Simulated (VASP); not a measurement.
**CuO: single point with LDA**

The system is CuO.

```
Cu O
1.0
     0.00000    2.19586    2.19586
     2.19586    0.00000    2.19586
     2.19586    2.19586    0.00000
Cu O
1 1
Direct
  0.00000 0.00000 0.00000
  0.25000 0.25000 0.25000
```

| Quantity | Value |
| --- | --- |
| Program | VASP 6.6.1 |
| Task | single point |
| Functional | LDA |
| Potentials or basis | VASP PAW LDA potentials, release 64 (Cu_sv_GW, O) |
| Cutoff | 820 eV |
| k mesh | 10 × 10 × 10 |
| Occupations | fermi-dirac, width 0.05 eV |
| Spin | no spin polarisation |
| Dipole correction | no |
| Further INCAR settings | ALGO = Normal; EDIFF = 1e-06; NBANDS = 20 |

* Pressure: 0.5 GPa
* Band gap on the k mesh: zero (an odd number of electrons rules out a gap without spin polarisation)

Levels at points of the mesh, in eV from the Fermi level:
```csv
k point,band 10,band 11,band 12,band 13,band 14,band 15,band 16,band 17
"(0.00, 0.00, 0.00)",-2.29,0.91,0.91,0.91,1.04,14.68,14.68,14.68
"(0.50, 0.00, 0.00)",-2.16,-2.03,-0.03,-0.03,6.35,8.12,14.28,14.28
"(0.50, 0.50, 0.00)",-2.01,-1.55,-1.31,-1.31,5.86,10.66,11.52,15.37
```

It took 82 s on 1 thread of AMD EPYC 7R43 64-Core Processor (Zen 3) (shared host), peak memory 0.16 GiB.

Caveat: an odd number of electrons without spin polarisation forces a metal; a magnetic or distorted state may lie lower; semilocal functionals often make such compounds metallic where correlation or magnetic order opens a gap, which also shifts bond lengths. With open d or f shells a metallic result of LDA can be an artefact of self-interaction; +U or a hybrid may open a gap.
